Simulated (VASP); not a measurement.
Runs of VASP 6.6.1 on AlN. The structure is that of space group R3m (No. 160), or close to it. The cells are those of the table. 

```tsv
cell	gap on the mesh (eV)	pressure (GPa)	largest force (eV/Å)
a = 3.173 Å, angles 56.6°, 2 atoms	3.72	1.5	0.52
a = 2.773 Å, angles 82.7°, 2 atoms	1.61	95.3	30.36
a = 3.018 Å, angles 63.2°, 2 atoms	3.65	1.4	1.03
a = 2.833 Å, angles 75.3°, 2 atoms	2.56	40.3	12.77
a = 3.890 Å, angles 38.9°, 2 atoms	(a)	(b)	0.15
```

Alike in all rows: task single point; level r2SCAN; potentials or basis VASP PAW PBE potentials, release 64 (Al, N); no spin polarisation; k mesh 10 × 10 × 10; cutoff (eV) 520; smearing gaussian 0.05 eV.

Question: Estimate the missing entries.

Answer: (a) none; (b) 55.3.

Caveats: the PAW data sets were made with another functional, which shifts forces and pressure a little.

A k mesh can miss the band edges.
